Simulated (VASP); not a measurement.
# TaVN2 (P4/mmm) in VASP: a series of runs

TaVN2 is run at these levels: PBEsol; tasks: single point.

Program: VASP 6.6.1. These are calculated values, not measurements. Logs are shortened: lines on timing, memory, paths and dates and some standing lists are left out, and cuts for length are marked.

**1. The cell of the first run**

Symmetry: P4/mmm, No. 123, tetragonal system. The conventional cell has a = 3.050 Å, b = 3.050 Å, c = 4.296 Å, α = 90.00°, β = 90.00°, γ = 90.00°. Ta (site symmetry 4/mmm) has 6 N at 2.15 to 2.16 Å within 2.8 Å. Within 2.8 Å of V (site symmetry 4/mmm) lie 6 N at 2.15 to 2.16 Å. N (site symmetry 4/mmm) has 2 V at 2.15 Å and 4 Ta at 2.16 Å within 2.8 Å. N (site symmetry 4/mmm) has 2 Ta at 2.15 Å and 4 V at 2.16 Å within 2.8 Å.

**2. Single point, PBEsol, collinear spin, ferromagnetic start**

INCAR reads:

```
PREC = Accurate
ENCUT = 520
EDIFF = 1E-6
ISMEAR = -1
SIGMA = 0.05
LREAL = F
LASPH = T
NELM = 150
ALGO = Normal
ISIF = 2
LWAVE = F
LCHARG = T
ISPIN = 2
MAGMOM = 0 2 0 0
LORBIT = 11
NUPDOWN = 2.0
LMAXMIX = 4
GGA = PS
LELF = T
LVHAR = T
NBANDS = 29
```

KPOINTS reads:

```
Automatic mesh
0
Gamma
  7 7 5
```

POSCAR reads:

```
TaVN2
1.0
    3.0498670000      0.0000000000      0.0000000000
    0.0000000000      3.0498670000      0.0000000000
    0.0000000000      0.0000000000      4.2960620000
Ta V N
1 1 2
Direct
    0.0000000000      0.0000000000      0.0000000000
    0.5000000000      0.5000000000      0.5000000000
    0.5000000000      0.5000000000      0.0000000000
    0.0000000000      0.0000000000      0.5000000000
```

Potentials or basis: VASP PAW PBE potentials, release 64 (Ta_pv, V_sv, N).

Run with:

```
cat potpaw_PBE.64/Ta_pv/POTCAR potpaw_PBE.64/V_sv/POTCAR potpaw_PBE.64/N/POTCAR > POTCAR
mpirun -np 1 vasp_std > vasp.out
```

OUTCAR:

```text
PREC = Accurate
   ENCUT = 520
   EDIFF = 1E-6
   ISMEAR = -1
   LREAL = F
   LASPH = T
   NELM = 150
   ISIF = 2
   ISPIN = 2
   LORBIT = 11
   NUPDOWN = 2.0
   GGA = PS

 ion  position               nearest neighbor table
   1  0.000  0.000  0.000-   4 2.15   4 2.15   3 2.16   3 2.16   3 2.16   3 2.16   2 3.04   2 3.04
                             2 3.04   2 3.04   2 3.04   2 3.04   2 3.04   2 3.04
   2  0.500  0.500  0.500-   3 2.15   3 2.15   4 2.16   4 2.16   4 2.16   4 2.16   1 3.04   1 3.04
                             1 3.04   1 3.04   1 3.04   1 3.04   1 3.04   1 3.04
   3  0.500  0.500  0.000-   2 2.15   2 2.15   1 2.16   1 2.16   1 2.16   1 2.16
   4  0.000  0.000  0.500-   1 2.15   1 2.15   2 2.16   2 2.16   2 2.16   2 2.16

  LATTYP: Found a simple tetragonal cell.
 ALAT       =     3.0498670000
 C/A-ratio  =     1.4086063425

  Lattice vectors:

 A1 = (   3.0498670000,   0.0000000000,   0.0000000000)
 A2 = (   0.0000000000,   3.0498670000,   0.0000000000)
 A3 = (   0.0000000000,   0.0000000000,   4.2960620000)

Analysis of symmetry for initial positions (statically):
=====================================================================
 Subroutine PRICEL returns:
 Original cell was already a primitive cell.

 Routine SETGRP: Setting up the symmetry group for a
 simple tetragonal supercell.

 Subroutine GETGRP returns: Found 16 space group operations
 (whereof 16 operations were pure point group operations)
 out of a pool of 16 trial point group operations.

The static configuration has the point symmetry D_4h.

Analysis of symmetry for dynamics (positions and initial velocities):
=====================================================================
 Subroutine PRICEL returns:
 Original cell was already a primitive cell.

 Routine SETGRP: Setting up the symmetry group for a
 simple tetragonal supercell.

 Subroutine GETGRP returns: Found 16 space group operations
 (whereof 16 operations were pure point group operations)
 out of a pool of 16 trial point group operations.

The dynamic configuration has the point symmetry D_4h.

Analysis of structural, dynamic, and magnetic symmetry:
=====================================================================
 Subroutine PRICEL returns:
 Original cell was already a primitive cell.

 Routine SETGRP: Setting up the symmetry group for a
 simple tetragonal supercell.

 Subroutine GETGRP returns: Found 16 space group operations
 (whereof 16 operations were pure point group operations)
 out of a pool of 16 trial point group operations.

The overall configuration has the point symmetry D_4h.

 Subroutine INISYM returns: Found 16 space group operations
 (whereof 16 operations are pure point group operations),
 and found     1 'primitive' translations

----------------------------------------------------------------------------------------

                                     Primitive cell

  volume of cell :      39.9606

  direct lattice vectors                    reciprocal lattice vectors
     3.049867000  0.000000000  0.000000000     0.327883150  0.000000000  0.000000000
     0.000000000  3.049867000  0.000000000     0.000000000  0.327883150  0.000000000
     0.000000000  0.000000000  4.296062000     0.000000000  0.000000000  0.232771315

  length of vectors
     3.049867000  3.049867000  4.296062000     0.327883150  0.327883150  0.232771315

  position of ions in fractional coordinates (direct lattice)
     0.000000000  0.000000000  0.000000000
     0.500000000  0.500000000  0.500000000
     0.500000000  0.500000000  0.000000000
     0.000000000  0.000000000  0.500000000

  ion indices of the primitive-cell ions
   primitive index   ion index
                 1           1
                 2           2
                 3           3
                 4           4

----------------------------------------------------------------------------------------

 KPOINTS: Automatic mesh

Automatic generation of k-mesh.
 Grid dimensions read from file:
 generate k-points for:    7    7    5

 Generating k-lattice:

  Cartesian coordinates                     Fractional coordinates (reciprocal lattice)
     0.046840450  0.000000000  0.000000000     0.142857143  0.000000000  0.000000000
     0.000000000  0.046840450  0.000000000     0.000000000  0.142857143  0.000000000
     0.000000000  0.000000000  0.046554263     0.000000000  0.000000000  0.200000000

  Length of vectors
     0.046840450  0.046840450  0.046554263

  Shift w.r.t. Gamma in fractional coordinates (k-lattice)
     0.000000000  0.000000000  0.000000000

 Subroutine IBZKPT returns following result:
 ===========================================

 Found     30 irreducible k-points:

 Following reciprocal coordinates:
            Coordinates               Weight
  0.000000  0.000000  0.000000      1.000000
  0.142857  0.000000  0.000000      4.000000
  0.285714  0.000000  0.000000      4.000000
  0.428571  0.000000  0.000000      4.000000
  0.142857  0.142857  0.000000      4.000000
  0.285714  0.142857  0.000000      8.000000
[... 16 lines left out ...]
  0.285714  0.000000  0.400000      8.000000
  0.428571  0.000000  0.400000      8.000000
 [... further k-points ...]
   k-points           NKPTS =     30   k-points in BZ     NKDIM =     30   number of bands    NBANDS=     29
   number of dos      NEDOS =    301   number of ions     NIONS =      4
   total plane-waves  NPLWV =  18432
   dimension x,y,z NGX =    24 NGY =   24 NGZ =   32
   dimension x,y,z NGXF=    48 NGYF=   48 NGZF=   64
   ions per type =               1   1   2
   NGX,Y,Z   is equivalent  to a cutoff of  13.08, 13.08, 12.38 a.u.
   NGXF,Y,Z  is equivalent  to a cutoff of  26.16, 26.16, 24.77 a.u.
 SYSTEM =  unknown system
   PREC   = accura    normal or accurate (medium, high low for compatibility)
   ISTART =      0    job   : 0-new  1-cont  2-samecut
   ICHARG =      2    charge: 1-file 2-atom 10-const
   ISPIN  =      2    spin polarized calculation?
   LNONCOLLINEAR =      F non collinear calculations
   LSORBIT =      F    spin-orbit coupling
   LASPH  =      T    aspherical Exc in radial PAW
   ENCUT  =  520.0 eV  38.22 Ry    6.18 a.u.   5.67  5.67  7.99*2*pi/ulx,y,z
   NELM   =    150;   NELMIN=  2; NELMDL= -5     # of ELM steps
   EDIFF  = 0.1E-05   stopping-criterion for ELM
   LREAL  =      F    real-space projection
   EDIFFG = 0.1E-04   stopping-criterion for IOM
   NSW    =      0    number of steps for IOM
   IBRION =     -1    ionic relax: 0-MD 1-quasi-New 2-CG
   NFREE  =      0    steps in history (QN), initial steepest desc. (CG)
   ISIF   =      2    stress and relaxation
   ISYM   =      2    0-nonsym 1-usesym 2-fastsym
   POTIM  = 0.5000    time-step for ionic-motion
   TEBEG  =    0.0;   TEEND  =   0.0 temperature during run
   PSTRESS=    0.0 pullay stress
   NELECT =      34.0000    total number of electrons
   NUPDOWN=       2.0000    fix difference up-down
   EMIN   =  10.00;   EMAX   =-10.00  energy-range for DOS
   EFERMI =   0.00;   METHOD = LEGACY
   ISMEAR =    -1;   SIGMA  =   0.05  broadening in eV -4-tet -1-fermi 0-gaus
   EFERMI_NEDOS =   21; number of points for ismear=-14 and -15
   IALGO  =     38    algorithm
   IMIX   =      4    mixing-type and parameters
     AMIX     =   0.40;   BMIX     =  1.00
     AMIX_MAG =   1.60;   BMIX_MAG =  1.00
  volume/ion in A,a.u.               =       9.99        67.42
  Fermi-wavevector in a.u.,A,eV,Ry     =   1.551281  2.931495 32.742032  2.406471
  Thomas-Fermi vector in A             =   2.655823
   LORBIT       =     11    0 simple, 1 ext, 2 COOP (PROOUT), +10 PAW based schemes
   GGA     = PS    functional components
   LHFCALC =     F    Hartree Fock is set to
   AEXX    =    0.0000 exact exchange contribution
   IVDW    =     0    specifies the selected vdW correction
   LEPSILON=     F    determine dielectric tensor
   LRPA    =     F    only Hartree local field effects (RPA)
 spin polarized calculation
  energy-cutoff  :      520.00
  volume of cell :       39.96
 maximum number of plane-waves:      1093
 NGX is ok and might be reduce to    24
   NGX = 11   NGY = 11   NGZ = 15

 number of electron      33.9999990 magnetization       1.9999998

 Free energy of the ion-electron system (eV)
  ---------------------------------------------------
  ext. energy  EPLUGINS =         0.00000000
  ---------------------------------------------------
  free energy    TOTEN  =       -43.64211307 eV

  energy without entropy =      -43.62174774  energy(sigma->0) =      -43.63193040

 E-fermi :   9.8040     XC(G=0): -13.4699

 val. band max:       10.2058596975   @ k =   0.4286   0.1429   0.4000
 cond. band min:       9.8761244565   @ k =   0.4286   0.4286   0.4000
 fundamental gap:     -0.3297352410
 Fermi energy:        10.2223465453

 spin component 1

 k-point     1 :       0.0000    0.0000    0.0000
  band No.  band energies     occupation
      1     -55.1943      1.00000
      2     -29.2179      1.00000
      3     -29.1360      1.00000
      4     -29.1360      1.00000
      5     -26.0125      1.00000
      6     -25.8128      1.00000
[... 21 lines left out ...]
     28      20.2191      0.00000
     29      21.2344      0.00000

 k-point     2 :       0.1429    0.0000    0.0000
  band No.  band energies     occupation
      1     -55.1917      1.00000
      2     -29.2119      1.00000
      3     -29.1679      1.00000
      4     -29.1316      1.00000
      5     -26.0069      1.00000
      6     -25.9239      1.00000
[... 21 lines left out ...]
     28      20.1885      0.00000
     29      22.0273      0.00000

 k-point     3 :       0.2857    0.0000    0.0000
  band No.  band energies     occupation
      1     -55.1857      1.00000
      2     -29.2388      1.00000
      3     -29.1984      1.00000
      4     -29.1218      1.00000
      5     -26.1653      1.00000
      6     -25.9941      1.00000
[... 638 lines left out ...]
      5     -26.1506      1.00000
      6     -26.0152      1.00000
[... 21 lines left out ...]
     28      21.4781      0.00000
     29      21.8532      0.00000

 k-point    24 :       0.4286    0.0000    0.4000
  band No.  band energies     occupation
      1     -55.1808      1.00000
      2     -29.3067      1.00000
      3     -29.2084      1.00000
      4     -29.1135      1.00000
      5     -26.3267      1.00000
      6     -25.9902      1.00000
[... 21 lines left out ...]
     28      21.6452      0.00000
     29      22.3042      0.00000

 [... further k-points ...]

 spin component 2

 k-point     1 :       0.0000    0.0000    0.0000
  band No.  band energies     occupation
      1     -53.5785      1.00000
      2     -27.5910      1.00000
      3     -27.5728      1.00000
      4     -27.5728      1.00000
      5     -25.9588      1.00000
      6     -25.7427      1.00000
[... 21 lines left out ...]
     28      20.5068      0.00000
     29      21.5233      0.00000

 k-point     2 :       0.1429    0.0000    0.0000
  band No.  band energies     occupation
      1     -53.5757      1.00000
      2     -27.6070      1.00000
      3     -27.5809      1.00000
      4     -27.5675      1.00000
      5     -25.9573      1.00000
      6     -25.8534      1.00000
[... 21 lines left out ...]
     28      20.5245      0.00000
     29      22.3291      0.00000

 k-point     3 :       0.2857    0.0000    0.0000
  band No.  band energies     occupation
      1     -53.5694      1.00000
      2     -27.6829      1.00000
      3     -27.5578      1.00000
      4     -27.5555      1.00000
      5     -26.0941      1.00000
      6     -25.9540      1.00000
[... 638 lines left out ...]
      5     -26.0668      1.00000
      6     -25.9709      1.00000
[... 21 lines left out ...]
     28      21.8548      0.00000
     29      22.3487      0.00000

 k-point    24 :       0.4286    0.0000    0.4000
  band No.  band energies     occupation
      1     -53.5642      1.00000
      2     -27.7690      1.00000
      3     -27.5858      1.00000
      4     -27.5452      1.00000
      5     -26.2296      1.00000
      6     -25.9430      1.00000
[... 21 lines left out ...]
     28      21.9234      0.00000
     29      22.4089      0.00000

 [... further k-points ...]
[... 5 lines left out ...]
  --------------------------------------------------------------------------------------
  -------------------------------------------------------------------------------------
  Total       -1.1194815     -1.1194815     -2.1792854      0.0000000     -0.0000000     -0.0000000
  in kB      -44.8843733    -44.8843733    -87.3760382      0.0000000     -0.0000000     -0.0000000
  external PRESSURE =     -59.0482616 kB  Pullay stress =       0.0000000 kB

 VOLUME and BASIS-vectors are now :
 -----------------------------------------------------------------------------
  energy-cutoff  :      520.00
  volume of cell :       39.96
      direct lattice vectors                 reciprocal lattice vectors
     3.049867000  0.000000000  0.000000000     0.327883150  0.000000000  0.000000000
     0.000000000  3.049867000  0.000000000     0.000000000  0.327883150  0.000000000
     0.000000000  0.000000000  4.296062000     0.000000000  0.000000000  0.232771315

 POSITION                                       TOTAL-FORCE (eV/Angst)
 -----------------------------------------------------------------------------------
      0.00000      0.00000      0.00000         0.000000      0.000000      0.000000
      1.52493      1.52493      2.14803         0.000000      0.000000      0.000000
      1.52493      1.52493      0.00000         0.000000      0.000000      0.000000
      0.00000      0.00000      2.14803         0.000000      0.000000      0.000000
 -----------------------------------------------------------------------------------
    total drift:                                0.000000     -0.000000     -0.000000

  FREE ENERGIE OF THE ION-ELECTRON SYSTEM (eV)
  ---------------------------------------------------
  free  energy   TOTEN  =       -43.6421130666 eV

  energy  without entropy=      -43.6217477378  energy(sigma->0) =      -43.63193040

 total charge

# of ion       s       p       d       tot
------------------------------------------
    1        0.301   6.267   2.387   8.955
    2        2.200   6.211   3.176  11.587
    3        1.227   2.533   0.000   3.760
    4        1.226   2.492   0.000   3.718
--------------------------------------------------
tot          4.955  17.503   5.562  28.020

 magnetization (x)

# of ion       s       p       d       tot
------------------------------------------
    1        0.004  -0.001   0.083   0.086
    2        0.011   0.010   1.605   1.626
    3        0.001   0.037   0.000   0.038
    4        0.000   0.043   0.000   0.044
--------------------------------------------------
tot          0.017   0.089   1.688   1.794
```

It took 58 s on 1 thread of Intel Xeon Platinum 8488C (Sapphire Rapids), shared host; peak memory 0.2 GiB.

Results:

- Free energy: -43.6421 eV
- Pressure: -5.9 GPa
- Net moment: 2.00 μB per cell
- Site moments: Ta +0.09; V +1.63; N +0.04 μB
- Valence electrons inside the program's atomic spheres: Ta 8.96; V 11.59; N 3.76, 3.72

Stress tensor (GPa, compression positive):
```
-4.49  0.00  0.00
 0.00 -4.49  0.00
 0.00  0.00 -8.74
```

Caveat: the PAW data sets were made with another functional, which shifts forces and pressure a little; spin-orbit coupling is left out, which moves the levels of the heavy elements; the total moment is fixed, so each spin has its own Fermi level.

[end of part 1 of 2]
